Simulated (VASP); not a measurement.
# Ir3Rh2 (P6_3/mmc) in VASP: single point with PBE

Aim: the single point of Ir3Rh2 with PBE.

All numbers are computed with VASP 6.6.1; they aren't measurements. Logs are shortened: lines on timing, memory, paths and dates and some standing lists are left out, and cuts for length are marked.

## (1) The cell of the first run

The structure is hexagonal, space group P6_3/mmc (No. 194). The conventional cell has a = 2.740 Å, b = 2.740 Å, c = 22.116 Å, α = 90.00°, β = 90.00°, γ = 120.00°. Within 3.6 Å of Ir (site symmetry -6m2) lie 12 Ir at 2.73 to 2.74 Å. Ir (site symmetry 3m) has 3 Rh at 2.71 Å and 9 Ir at 2.73 to 2.74 Å within 3.6 Å. Within 3.6 Å of Rh (site symmetry 3m) lie 3 Ir at 2.71 Å and 9 Rh at 2.72 to 2.74 Å.

## (2) Single point, PBE

Contents of INCAR:

```
  ALGO = Normal
  EDIFF = 1E-6
  ENCUT = 520
  GGA = PE
  ISIF = 2
  ISMEAR = 0
  LASPH = True
  LCHARG = False
  LREAL = False
  LWAVE = False
  NBANDS = 68
  NELM = 60
  PREC = Accurate
  SIGMA = 0.1
```

Contents of KPOINTS:

```
k-points
0
Gamma
  6 6 1
```

Contents of POSCAR:

```
Ir3Rh2
1.0
    2.7399671000      0.0000000000      0.0000000000
   -1.3699836000      2.3728811000      0.0000000000
    0.0000000000      0.0000000000     22.1164521000
Ir Rh
6 4
Direct
    0.3333333000      0.6666667000      0.7500000000
    0.3333333000      0.6666667000      0.1495550000
    0.3333333000      0.6666667000      0.3504450000
    0.6666667000      0.3333333000      0.8504450000
    0.6666667000      0.3333333000      0.2500000000
    0.6666667000      0.3333333000      0.6495550000
    0.3333333000      0.6666667000      0.9499670000
    0.3333333000      0.6666667000      0.5500330000
    0.6666667000      0.3333333000      0.0500330000
    0.6666667000      0.3333333000      0.4499670000
```

Potentials or basis: VASP PAW PBE potentials, release 64 (Ir, Rh_pv).

Run with:

```console
cat potpaw_PBE.64/Ir/POTCAR potpaw_PBE.64/Rh_pv/POTCAR > POTCAR
mpirun -np 1 vasp_std > vasp.out
```

OUTCAR:

```text
EDIFF = 1E-6
   ENCUT = 520
   GGA = PE
   ISIF = 2
   ISMEAR = 0
   LASPH = True
   LREAL = False
   NELM = 60
   PREC = Accurate

 ion  position               nearest neighbor table
   1  0.333  0.667  0.750-   4 2.73   6 2.73   4 2.73   6 2.73   4 2.73   6 2.73
   2  0.333  0.667  0.150-   9 2.71   9 2.71   9 2.71   5 2.73   5 2.73   5 2.73
   3  0.333  0.667  0.350-  10 2.71  10 2.71  10 2.71   5 2.73   5 2.73   5 2.73
   4  0.667  0.333  0.850-   7 2.71   7 2.71   7 2.71   1 2.73   1 2.73   1 2.73
   5  0.667  0.333  0.250-   2 2.73   3 2.73   2 2.73   3 2.73   2 2.73   3 2.73
   6  0.667  0.333  0.650-   8 2.71   8 2.71   8 2.71   1 2.73   1 2.73   1 2.73
   7  0.333  0.667  0.950-   4 2.71   4 2.71   4 2.71   9 2.72   9 2.72   9 2.72
   8  0.333  0.667  0.550-   6 2.71   6 2.71   6 2.71  10 2.72  10 2.72  10 2.72
   9  0.667  0.333  0.050-   2 2.71   2 2.71   2 2.71   7 2.72   7 2.72   7 2.72
  10  0.667  0.333  0.450-   3 2.71   3 2.71   3 2.71   8 2.72   8 2.72   8 2.72

  LATTYP: Found a hexagonal cell.
 ALAT       =     2.7399671000
 C/A-ratio  =     8.0717947672

  Lattice vectors:

 A1 = (   2.7399671000,   0.0000000000,   0.0000000000)
 A2 = (  -1.3699836000,   2.3728811000,   0.0000000000)
 A3 = (   0.0000000000,   0.0000000000,  22.1164521000)

Analysis of symmetry for initial positions (statically):
=====================================================================
 Subroutine PRICEL returns:
 Original cell was already a primitive cell.

 Routine SETGRP: Setting up the symmetry group for a
 hexagonal supercell.

 Subroutine GETGRP returns: Found 24 space group operations
 (whereof 12 operations were pure point group operations)
 out of a pool of 24 trial point group operations.

The static configuration has the point symmetry D_3d.
 The point group associated with its full space group is D_6h.

Analysis of symmetry for dynamics (positions and initial velocities):
=====================================================================
 Subroutine PRICEL returns:
 Original cell was already a primitive cell.

 Routine SETGRP: Setting up the symmetry group for a
 hexagonal supercell.

 Subroutine GETGRP returns: Found 24 space group operations
 (whereof 12 operations were pure point group operations)
 out of a pool of 24 trial point group operations.

The dynamic configuration has the point symmetry D_3d.
 The point group associated with its full space group is D_6h.

 Subroutine INISYM returns: Found 24 space group operations
 (whereof 12 operations are pure point group operations),
 and found     1 'primitive' translations

----------------------------------------------------------------------------------------

                                     Primitive cell

  volume of cell :     143.7927

  direct lattice vectors                    reciprocal lattice vectors
     2.739967100  0.000000000  0.000000000     0.364967886  0.210714316  0.000000000
    -1.369983600  2.372881100  0.000000000     0.000000000  0.421428617  0.000000000
     0.000000000  0.000000000 22.116452100     0.000000000  0.000000000  0.045215209

  length of vectors
     2.739967100  2.739967113 22.116452100     0.421428619  0.421428617  0.045215209

  position of ions in fractional coordinates (direct lattice)
     0.333333300  0.666666700  0.750000000
     0.333333300  0.666666700  0.149555000
     0.333333300  0.666666700  0.350445000
     0.666666700  0.333333300  0.850445000
     0.666666700  0.333333300  0.250000000
     0.666666700  0.333333300  0.649555000
     0.333333300  0.666666700  0.949967000
     0.333333300  0.666666700  0.550033000
     0.666666700  0.333333300  0.050033000
     0.666666700  0.333333300  0.449967000

  ion indices of the primitive-cell ions
   primitive index   ion index
                 1           1
                 2           2
                 3           3
                 4           4
                 5           5
                 6           6
                 7           7
                 8           8
                 9           9
                10          10

----------------------------------------------------------------------------------------

 KPOINTS: k-points

Automatic generation of k-mesh.
 Grid dimensions read from file:
 generate k-points for:    6    6    1

 Generating k-lattice:

  Cartesian coordinates                     Fractional coordinates (reciprocal lattice)
     0.060827981  0.035119053  0.000000000     0.166666667  0.000000000  0.000000000
     0.000000000  0.070238103  0.000000000     0.000000000  0.166666667  0.000000000
     0.000000000  0.000000000  0.045215209     0.000000000  0.000000000  1.000000000

  Length of vectors
     0.070238103  0.070238103  0.045215209

  Shift w.r.t. Gamma in fractional coordinates (k-lattice)
     0.000000000  0.000000000  0.000000000

 Subroutine IBZKPT returns following result:
 ===========================================

 Found      7 irreducible k-points:

 Following reciprocal coordinates:
            Coordinates               Weight
  0.000000  0.000000  0.000000      1.000000
  0.166667  0.000000  0.000000      6.000000
  0.333333 -0.000000  0.000000      6.000000
  0.500000  0.000000  0.000000      3.000000
  0.166667  0.166667  0.000000      6.000000
  0.333333  0.166667  0.000000     12.000000
  0.333333  0.333333  0.000000      2.000000
   k-points           NKPTS =      7   k-points in BZ     NKDIM =      7   number of bands    NBANDS=     68
   number of dos      NEDOS =    301   number of ions     NIONS =     10
   total plane-waves  NPLWV =  67200
   dimension x,y,z NGX =    20 NGY =   20 NGZ =  168
   dimension x,y,z NGXF=    40 NGYF=   40 NGZF=  336
   ions per type =               6   4
   NGX,Y,Z   is equivalent  to a cutoff of  12.13, 12.13, 12.63 a.u.
   NGXF,Y,Z  is equivalent  to a cutoff of  24.27, 24.27, 25.26 a.u.
 SYSTEM =  unknown system
   PREC   = accura    normal or accurate (medium, high low for compatibility)
   ISTART =      0    job   : 0-new  1-cont  2-samecut
   ICHARG =      2    charge: 1-file 2-atom 10-const
   ISPIN  =      1    spin polarized calculation?
   LNONCOLLINEAR =      F non collinear calculations
   LSORBIT =      F    spin-orbit coupling
   LASPH  =      T    aspherical Exc in radial PAW
   ENCUT  =  520.0 eV  38.22 Ry    6.18 a.u.   5.09  5.09 41.12*2*pi/ulx,y,z
   NELM   =     60;   NELMIN=  2; NELMDL= -5     # of ELM steps
   EDIFF  = 0.1E-05   stopping-criterion for ELM
   LREAL  =      F    real-space projection
   EDIFFG = 0.1E-04   stopping-criterion for IOM
   NSW    =      0    number of steps for IOM
   IBRION =     -1    ionic relax: 0-MD 1-quasi-New 2-CG
   NFREE  =      0    steps in history (QN), initial steepest desc. (CG)
   ISIF   =      2    stress and relaxation
   ISYM   =      2    0-nonsym 1-usesym 2-fastsym
   POTIM  = 0.5000    time-step for ionic-motion
   TEBEG  =    0.0;   TEEND  =   0.0 temperature during run
   PSTRESS=    0.0 pullay stress
   NELECT =     114.0000    total number of electrons
   NUPDOWN=      -1.0000    fix difference up-down
   EMIN   =  10.00;   EMAX   =-10.00  energy-range for DOS
   EFERMI =   0.00;   METHOD = LEGACY
   ISMEAR =     0;   SIGMA  =   0.10  broadening in eV -4-tet -1-fermi 0-gaus
   EFERMI_NEDOS =   21; number of points for ismear=-14 and -15
   IALGO  =     38    algorithm
   IMIX   =      4    mixing-type and parameters
     AMIX     =   0.40;   BMIX     =  1.00
     AMIX_MAG =   1.60;   BMIX_MAG =  1.00
  volume/ion in A,a.u.               =      14.38        97.04
  Fermi-wavevector in a.u.,A,eV,Ry     =   1.515180  2.863275 31.235847  2.295770
  Thomas-Fermi vector in A             =   2.624738
   LORBIT       =      0    0 simple, 1 ext, 2 COOP (PROOUT), +10 PAW based schemes
   GGA     = PE    functional components
   LHFCALC =     F    Hartree Fock is set to
   AEXX    =    0.0000 exact exchange contribution
   IVDW    =     0    specifies the selected vdW correction
   LEPSILON=     F    determine dielectric tensor
   LRPA    =     F    only Hartree local field effects (RPA)
 non-spin polarized calculation
 Gauss-broadening in eV      SIGMA  =   0.10
  energy-cutoff  :      520.00
  volume of cell :      143.79
 maximum number of plane-waves:      3891
   NGX = 11   NGY = 11   NGZ = 83

 number of electron     114.0000011 magnetization

 Free energy of the ion-electron system (eV)
  ---------------------------------------------------
  ext. energy  EPLUGINS =         0.00000000
  ---------------------------------------------------
  free energy    TOTEN  =       -81.42598421 eV

  energy without entropy =      -81.32463710  energy(sigma->0) =      -81.37531066

 E-fermi :  10.5121     XC(G=0): -13.8332

 val. band max:       10.5052769116   @ k =   0.3333   0.1667   0.0000
 cond. band min:      10.5154602222   @ k =   0.1667   0.0000   0.0000
 fundamental gap:      0.0101833106
 Fermi energy:        10.5121130691

 k-point     1 :       0.0000    0.0000    0.0000
  band No.  band energies     occupation
      1     -36.3978      2.00000
      2     -36.3978      2.00000
      3     -36.0776      2.00000
      4     -36.0776      2.00000
      5     -35.8773      2.00000
      6     -35.8773      2.00000
[... 60 lines left out ...]
     67      10.7021      0.00722
     68      10.7021      0.00722

 k-point     2 :       0.1667    0.0000    0.0000
  band No.  band energies     occupation
      1     -36.3680      2.00000
      2     -36.3680      2.00000
      3     -36.1005      2.00000
      4     -36.1005      2.00000
      5     -35.9743      2.00000
      6     -35.9743      2.00000
[... 344 lines left out ...]
     67      13.6324      0.00000
     68      14.7841      0.00000

 k-point     7 :       0.3333    0.3333    0.0000
  band No.  band energies     occupation
      1     -36.2651      2.00000
      2     -36.2651      2.00000
      3     -36.2651      2.00000
      4     -36.2651      2.00000
      5     -36.2237      2.00000
      6     -36.2237      2.00000
[... 60 lines left out ...]
     67      16.2828      0.00000
     68      16.2829      0.00000

------------------------ aborting loop because EDIFF is reached ----------------------------------------

  FORCE on cell =-STRESS in cart. coord.  units (eV):
  Direction    XX          YY          ZZ          XY          YZ          ZX
  --------------------------------------------------------------------------------------
  -------------------------------------------------------------------------------------
  Total        2.5735452      2.5735452     -2.2078430     -0.0000001      0.0000000      0.0000000
  in kB       28.6751435     28.6751432    -24.6003901     -0.0000006      0.0000000      0.0000000
  external PRESSURE =      10.9166322 kB  Pullay stress =       0.0000000 kB

 VOLUME and BASIS-vectors are now :
 -----------------------------------------------------------------------------
  energy-cutoff  :      520.00
  volume of cell :      143.79
      direct lattice vectors                 reciprocal lattice vectors
     2.739967100  0.000000000  0.000000000     0.364967886  0.210714316  0.000000000
    -1.369983600  2.372881100  0.000000000     0.000000000  0.421428617  0.000000000
     0.000000000  0.000000000 22.116452100     0.000000000  0.000000000  0.045215209

 POSITION                                       TOTAL-FORCE (eV/Angst)
 -----------------------------------------------------------------------------------
     -0.00000      1.58192     16.58734         0.000000     -0.000000      0.000000
     -0.00000      1.58192      3.30763         0.000000      0.000000      0.084673
     -0.00000      1.58192      7.75060         0.000000      0.000000     -0.084673
      1.36998      0.79096     18.80883         0.000000     -0.000000     -0.084673
      1.36998      0.79096      5.52911         0.000000      0.000000      0.000000
      1.36998      0.79096     14.36585         0.000000      0.000000      0.084673
     -0.00000      1.58192     21.00990        -0.000000      0.000000     -0.065322
     -0.00000      1.58192     12.16478        -0.000000     -0.000000      0.065322
      1.36998      0.79096      1.10655         0.000000      0.000000      0.065322
      1.36998      0.79096      9.95167        -0.000000     -0.000000     -0.065322
 -----------------------------------------------------------------------------------
    total drift:                               -0.000119      0.000067     -0.000014

  FREE ENERGIE OF THE ION-ELECTRON SYSTEM (eV)
  ---------------------------------------------------
  free  energy   TOTEN  =       -81.4259842084 eV

  energy  without entropy=      -81.3246371024  energy(sigma->0) =      -81.37531066
```

Run time: 97 s. Hardware: 1 thread of Intel Xeon Platinum 8488C (Sapphire Rapids), shared host; peak memory 0.26 GiB.

What came out:

```
Free energy            : -81.4260 eV
Pressure               : 1.1 GPa
Largest force          : 0.085 eV/Å
Band gap on the k mesh : zero (band 57 reaches 11.47 eV, above the bottom of band 58 at 9.01 eV)
```

Forces on the atoms (eV/Å):
```
Ir   0.000  0.000  0.000
Ir   0.000  0.000  0.085
Ir   0.000  0.000 -0.085
Ir   0.000  0.000 -0.085
Ir   0.000  0.000  0.000
Ir   0.000  0.000  0.085
Rh   0.000  0.000 -0.065
Rh   0.000  0.000  0.065
Rh   0.000  0.000  0.065
Rh   0.000  0.000 -0.065
```

Caveat: the k points lie up to 0.44 Å⁻¹ apart; spin-orbit coupling is left out, which moves the levels of the heavy elements.
